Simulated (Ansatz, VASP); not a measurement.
BaZrO3 in VASP and in Ansatz

```
CELL_PARAMETERS angstrom
4.33152 0.00000 0.00000
0.00000 4.33152 0.00000
0.00000 0.00000 4.14340
ATOMIC_POSITIONS crystal
Ba 0.00000 0.00000 0.00000
Zr 0.50000 0.50000 0.50000
O 0.50000 0.50000 0.00000
O 0.50000 0.00000 0.50000
O 0.00000 0.50000 0.50000
```

Change from the starting cell: epitaxial_xy strain +3.0%.

Alike in both runs: task single point; functional r2SCAN; k mesh 6 × 6 × 6; no spin polarisation.

|  | VASP | Ansatz |
| --- | --- | --- |
| version | VASP 6.6.1 | Ansatz 0.2.0 |
| potentials or method | VASP PAW PBE potentials, release 64 (Ba_sv, Zr_sv, O) | plane waves, PAW |
| plane-wave cutoff (eV) | 520 | 500 |
| occupations | gaussian, width 0.01 eV | fixed |
| valence electrons in the cell | 40 | 40 |

|  | VASP | Ansatz | Ansatz less VASP |
| --- | --- | --- | --- |
| gap on the k mesh at the Fermi level (eV) | 3.42 | 3.47 | +0.046 |
| pressure (GPa) | -5.3 | -6.1 | -0.87 |
| traceless stress, the component that is largest in VASP (GPa) | 6.29 | 6.13 | -0.155 |

VASP's potentials were made for PBE, not for r2SCAN.

Neither program's run includes spin-orbit coupling.
